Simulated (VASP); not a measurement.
Write the native input for VASP 6.6.1 that does the following.

| Quantity | Value |
| --- | --- |
| Task | single point |
| Functional | PBE |
| Potentials or basis | VASP PAW PBE potentials, release 64 (Zn, Se, S) |
| Cutoff | 520 eV |
| k mesh | 6 × 6 × 4 |
| Occupations | gaussian, width 0.02 eV |
| Spin | no spin polarisation |
| Dipole correction | no |
| Further INCAR settings | ALGO = Normal; EDIFF = 1e-06; NBANDS = 66 |

The structure of Zn3Se2S lies in POSCAR:

```
Zn3Se2S
1.0
    5.9712693575     -3.4450323786      0.0000000000
    5.9712693575      3.4450323786      0.0000000000
    0.0000000000      0.0000000000      6.5274589012
Zn Se S
6 4 2
Direct
    0.1663061831      0.5121539670      0.9996459111
    0.8445005595      0.1554994405      0.0165594138
    0.4878460330      0.8336938169      0.9996459111
    0.5121539670      0.1663061831      0.4996459111
    0.1554994405      0.8445005595      0.5165594138
    0.8336938169      0.4878460330      0.4996459111
    0.1667936607      0.5034356455      0.3795046622
    0.4965643545      0.8332063393      0.3795046622
    0.5034356455      0.1667936607      0.8795046622
    0.8332063393      0.4965643545      0.8795046622
    0.8374606517      0.1625393483      0.3801394096
    0.1625393483      0.8374606517      0.8801394096
```

One way to write it, as run:

INCAR

```
PREC     = Accurate       # precision mode
ENCUT    = 520            # plane-wave cutoff, eV
EDIFF    = 1E-6           # SCF threshold, eV
ISMEAR   = 0              # smearing method
SIGMA    = 0.02           # smearing width, eV
LREAL    = False          # projectors in reciprocal space
LASPH    = True           # aspherical terms in the spheres
NELM     = 80             # most SCF steps
ALGO     = Normal         # electronic algorithm
ISIF     = 2              # what is computed and relaxed
LWAVE    = False          # write WAVECAR
LCHARG   = False          # write CHGCAR
GGA      = PE             # functional
NBANDS   = 66             # bands
```

KPOINTS

```
Automatic mesh
0
Gamma
  6 6 4
```

Potentials or basis: VASP PAW PBE potentials, release 64 (Zn, Se, S).

Launch:

```bash
$ cat potpaw_PBE.64/Zn/POTCAR potpaw_PBE.64/Se/POTCAR potpaw_PBE.64/S/POTCAR > POTCAR
$ mpirun -np 1 vasp_std > vasp.out
```

It gave:

* Pressure: 0.2 GPa
* Largest force: 0.006 eV/Å
* Band gap on the k mesh: 1.47 eV

Run time: 29 min on 1 thread of Oxide Virtual Turin-like Processor (shared host), peak memory 0.69 GiB.
